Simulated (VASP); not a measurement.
# WS2 (P6_3/mmc) in VASP: dielectric tensor with PBE

Aim: the dielectric tensor of WS2 with PBE.

Everything below comes from runs of VASP 6.6.1. Logs are shortened: lines on timing, memory, paths and dates and some standing lists are left out, and cuts for length are marked.

### 1 The cell of the first run

The structure is hexagonal, space group P6_3/mmc (No. 194). Conventional cell: a = 3.170 Å, b = 3.170 Å, c = 12.491 Å, α = 90.00°, β = 90.00°, γ = 120.00°. Within 3.2 Å of W (site symmetry -6m2) lie 6 S at 2.41 Å and 6 W at 3.17 Å. Within 3.2 Å of S (site symmetry 3m) lie 3 W at 2.41 Å and 7 S at 3.13 to 3.17 Å.

### 2 Dielectric tensor, PBE

Contents of INCAR:

```
PREC = Accurate
ENCUT = 520
EDIFF = 1E-8
ISMEAR = 0
SIGMA = 0.01
LREAL = F
LASPH = T
NELM = 60
ALGO = Normal
ISIF = 2
LWAVE = F
LCHARG = F
GGA = PE
LEPSILON = T
```

Contents of KPOINTS:

```
Automatic mesh
0
Gamma
  9 9 2
```

Contents of POSCAR:

```
WS2
1.0
    3.1699463526      0.0000000000      0.0000000000
   -1.5849731763      2.7452540700      0.0000000000
    0.0000000000      0.0000000000     12.4910704373
W S
2 4
Direct
    0.3333333333      0.6666666667      0.2500000000
    0.6666666667      0.3333333333      0.7500000000
    0.6666666667      0.3333333333      0.3751079149
    0.6666666667      0.3333333333      0.1248920851
    0.3333333333      0.6666666667      0.8751079149
    0.3333333333      0.6666666667      0.6248920851
```

Potentials or basis: VASP PAW PBE potentials, release 64 (W_sv, S).

Command:

```bash
cat potpaw_PBE.64/W_sv/POTCAR potpaw_PBE.64/S/POTCAR > POTCAR
mpirun -np 1 vasp_std > vasp.out
```

OUTCAR:

```text
PREC = Accurate
   ENCUT = 520
   EDIFF = 1E-8
   ISMEAR = 0
   LREAL = F
   LASPH = T
   NELM = 60
   ISIF = 2
   GGA = PE
   LEPSILON = T

 ion  position               nearest neighbor table
   1  0.333  0.667  0.250-   3 2.41   4 2.41   3 2.41   4 2.41   3 2.41   4 2.41
   2  0.667  0.333  0.750-   5 2.41   6 2.41   5 2.41   6 2.41   5 2.41   6 2.41
   3  0.667  0.333  0.375-   1 2.41   1 2.41   1 2.41
   4  0.667  0.333  0.125-   1 2.41   1 2.41   1 2.41
   5  0.333  0.667  0.875-   2 2.41   2 2.41   2 2.41
   6  0.333  0.667  0.625-   2 2.41   2 2.41   2 2.41

  LATTYP: Found a hexagonal cell.
 ALAT       =     3.1699463526
 C/A-ratio  =     3.9404674552

  Lattice vectors:

 A1 = (   3.1699463526,   0.0000000000,   0.0000000000)
 A2 = (  -1.5849731763,   2.7452540700,   0.0000000000)
 A3 = (   0.0000000000,   0.0000000000,  12.4910704373)

Analysis of symmetry for initial positions (statically):
=====================================================================
 Subroutine PRICEL returns:
 Original cell was already a primitive cell.

 Routine SETGRP: Setting up the symmetry group for a
 hexagonal supercell.

 Subroutine GETGRP returns: Found 24 space group operations
 (whereof 12 operations were pure point group operations)
 out of a pool of 24 trial point group operations.

The static configuration has the point symmetry D_3d.
 The point group associated with its full space group is D_6h.

Analysis of symmetry for dynamics (positions and initial velocities):
=====================================================================
 Subroutine PRICEL returns:
 Original cell was already a primitive cell.

 Routine SETGRP: Setting up the symmetry group for a
 hexagonal supercell.

 Subroutine GETGRP returns: Found 24 space group operations
 (whereof 12 operations were pure point group operations)
 out of a pool of 24 trial point group operations.

The dynamic configuration has the point symmetry D_3d.
 The point group associated with its full space group is D_6h.

 Subroutine INISYM returns: Found 24 space group operations
 (whereof 12 operations are pure point group operations),
 and found     1 'primitive' translations

----------------------------------------------------------------------------------------
[... 992 lines left out ...]
    total drift:                               -0.000000      0.000000     -0.000000

  FREE ENERGIE OF THE ION-ELECTRON SYSTEM (eV)
  ---------------------------------------------------
  free  energy   TOTEN  =       -47.2697542464 eV

  energy  without entropy=      -47.2697542464  energy(sigma->0) =      -47.26975425

 HEAD OF MICROSCOPIC STATIC DIELECTRIC TENSOR (INDEPENDENT PARTICLE, excluding Hartree and local field effects)
 ------------------------------------------------------
          14.502425    -0.000000     0.000000
          -0.000000    14.502425    -0.000000
           0.000000     0.000000     8.878327
 ------------------------------------------------------

 Free energy of the ion-electron system (eV)
  ---------------------------------------------------
  ---------------------------------------------------
  free energy    TOTEN  =        -4.10382405 eV

  energy without entropy =       -4.10382405

------------------------ aborting loop because EDIFF is reached ----------------------------------------

--------------------------------------- Ionic step        2  -------------------------------------------

------------------------ aborting loop because EDIFF is reached ----------------------------------------

--------------------------------------- Ionic step        3  -------------------------------------------

 Free energy of the ion-electron system (eV)
  ---------------------------------------------------
  ---------------------------------------------------
  free energy    TOTEN  =        -1.50881595 eV

  energy without entropy =       -1.50881595

------------------------ aborting loop because EDIFF is reached ----------------------------------------

 PIEZOELECTRIC TENSOR FIELD DIRECTION 3  (e Angst)
 -----------------------------------------------------------------------------
    -0.00012  0.00000  0.00000           ( -0.00000  0.00000  0.00000)
    -0.00000 -0.00012  0.00000           ( -0.00000 -0.00000  0.00000)
     0.00000 -0.00000  0.00017           (  0.00000  0.00000  0.00001)

 PIEZOELECTRIC TENSOR FIELD DIRECTION 3  (C/m^2)
 -----------------------------------------------------------------------------
    -0.00002  0.00000  0.00000
    -0.00000 -0.00002  0.00000
     0.00000 -0.00000  0.00002

 MACROSCOPIC STATIC DIELECTRIC TENSOR (including local field effects in DFT)
 ------------------------------------------------------
          13.826448     0.000000    -0.000000
           0.000000    13.826448     0.000000
           0.000000     0.000000     5.691092
 ------------------------------------------------------

 PIEZOELECTRIC TENSOR (including local field effects)  for field in x, y, z        (e  Angst)
          XX          YY          ZZ          XY          YZ          ZX
  --------------------------------------------------------------------------------
  x     0.00000     0.00000     0.00000     0.00000     0.00000     0.00000
  y     0.00000     0.00000     0.00000     0.00000     0.00000     0.00000
  z     0.00000     0.00000     0.00000     0.00000     0.00000     0.00000

 PIEZOELECTRIC TENSOR (including local field effects)  for field in x, y, z        (C/m^2)
          XX          YY          ZZ          XY          YZ          ZX
  --------------------------------------------------------------------------------
  x     0.00000     0.00000     0.00000     0.00000     0.00000     0.00000
  y     0.00000     0.00000     0.00000     0.00000     0.00000     0.00000
  z     0.00000     0.00000     0.00000     0.00000     0.00000     0.00000

 BORN EFFECTIVE CHARGES (including local field effects) (in |e|, cummulative output)
 ---------------------------------------------------------------------------------
 ion    1
    1    -0.53005     0.00000     0.00000
    2     0.00000    -0.53005     0.00000
    3     0.00000    -0.00000    -0.39048
 ion    2
    1    -0.53005     0.00000     0.00000
    2     0.00000    -0.53005     0.00000
    3     0.00000    -0.00000    -0.39048
 ion    3
    1     0.26502     0.00000     0.00000
    2     0.00000     0.26502    -0.00000
    3    -0.00000     0.00000     0.19524
 ion    4
    1     0.26502     0.00000     0.00000
    2     0.00000     0.26502     0.00000
    3     0.00000     0.00000     0.19524
 ion    5
    1     0.26502     0.00000     0.00000
    2     0.00000     0.26502     0.00000
    3    -0.00000     0.00000     0.19524
 ion    6
    1     0.26502     0.00000     0.00000
    2     0.00000     0.26502    -0.00000
    3     0.00000     0.00000     0.19524
```

stdout:

```text
POSCAR found type information on POSCAR W S
 POSCAR found :  2 types and       6 ions
 scaLAPACK will be used
 LDA part: xc-table for (Slater+PW92), standard interpolation
 POSCAR, INCAR and KPOINTS ok, starting setup
 FFT: planning ... GRIDC
 FFT: planning ... GRID_SOFT
 FFT: planning ... GRID
 WAVECAR not read
 entering main loop
 Linear response reoptimize wavefunctions to high precision
 Linear response G [H, r] |phi>, progress :
  Direction:   1
 Linear response G [H, r] |phi>, progress :
  Direction:   2
 Linear response G [H, r] |phi>, progress :
  Direction:   3
 Linear response to external field (no local field effect), progress :
  Direction:   1
 dielectric tensor                  component  1 :    14.881    -1.801    -0.000
 Linear response to external field (no local field effect), progress :
  Direction:   2
 dielectric tensor                  component  2 :    -1.801    14.124    -0.000
 Linear response to external field (no local field effect), progress :
  Direction:   3
 dielectric tensor                  component  3 :    -0.000    -0.000     8.878
 Linear response to external field, progress :
  Direction:   1
 dielectric tensor                  component  1 :    13.827    -0.553    -0.000
 Linear response to external field, progress :
  Direction:   2
 dielectric tensor                  component  2 :    -0.539    13.826    -0.000
 Linear response to external field, progress :
  Direction:   3
 dielectric tensor                  component  3 :    -0.000    -0.000     5.691
 Born effective charges drift removed
```

Wall time 11 min (1 thread of Intel Xeon Platinum 8488C (Sapphire Rapids), shared host); peak memory 0.52 GiB.

What came out:

- Band gap on the k mesh: 1.16 eV (least direct gap 1.78 eV)
- Electronic dielectric tensor (diagonal): 13.83, 13.83, 5.69
- Born charges (mean of the diagonal): W -0.48; S +0.24 e

Electronic dielectric tensor:
```
13.83  0.00  0.00
 0.00 13.83  0.00
 0.00  0.00  5.69
```

Born effective charge tensors (e):
atom 1, W
```
-0.53  0.00  0.00
 0.00 -0.53  0.00
 0.00  0.00 -0.39
```
atom 2, W
```
-0.53  0.00  0.00
 0.00 -0.53  0.00
 0.00  0.00 -0.39
```
atom 3, S
```
0.27 0.00 0.00
0.00 0.27 0.00
0.00 0.00 0.20
```
atom 4, S
```
0.27 0.00 0.00
0.00 0.27 0.00
0.00 0.00 0.20
```
atom 5, S
```
0.27 0.00 0.00
0.00 0.27 0.00
0.00 0.00 0.20
```
atom 6, S
```
0.27 0.00 0.00
0.00 0.27 0.00
0.00 0.00 0.20
```

Caveat: spin-orbit coupling is left out, which moves the levels of the heavy elements; an odd mesh through Γ misses points on the zone boundary, where band edges can lie.
